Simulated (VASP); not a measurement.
Here is a VASP 6.6.1 calculation.

The input INCAR:

```
SYSTEM = C
  ALGO = Normal
  EDIFF = 1E-6
  ENCUT = 520
  GGA = PE
  ISIF = 2
  ISMEAR = 0
  IVDW = 12
  LASPH = .TRUE.
  LCHARG = .TRUE.
  LELF = .TRUE.
  LREAL = .FALSE.
  LVHAR = .TRUE.
  LWAVE = .FALSE.
  NBANDS = 16
  NELM = 80
  PREC = Accurate
  SIGMA = 0.15
```

File KPOINTS:

```
k-points
0
G
  22 22 8
  0 0 0
```

Contents of POSCAR:

```
C
1.0
    1.2327689981     -2.1341461166      0.0000000000
    1.2327689981      2.1341461166      0.0000000000
    0.0000000000      0.0000000000      6.7989836842
C
4
Direct
    0.0271027905      0.8885802689      0.7500000000
    0.5833101797      0.4166898203      0.2500000000
    0.9166898203      0.0833101797      0.2500000000
    0.4166898203      0.5833101797      0.7500000000
```

Potentials or basis: VASP PAW PBE potentials, release 64 (C).

Launch:

```sh
$ cat potpaw_PBE.64/C/POTCAR > POTCAR
$ mpirun -np 1 vasp_std > vasp.out
```

Question: Predict the pressure.

Answer: 4.1 GPa.

Question: Estimate the dispersion energy per atom.

Answer: -0.154 eV.

Question: Estimate the largest force.

Answer: 7.480 eV/Å.

Forces on the atoms (eV/Å):
```
C    6.487 -3.723  0.000
C   -0.035 -0.012  0.000
C    0.031  0.010  0.000
C   -6.484  3.725  0.000
```

Caveat: the cell differs from its parent crystal (atom 1 (C) moved +0.120 Å towards its neighbour atom 4 (C) at 1.423 Å); the cell stands under pressure; forces of over 1 eV/Å act on the atoms, so gaps and moduli don't describe the material at rest.
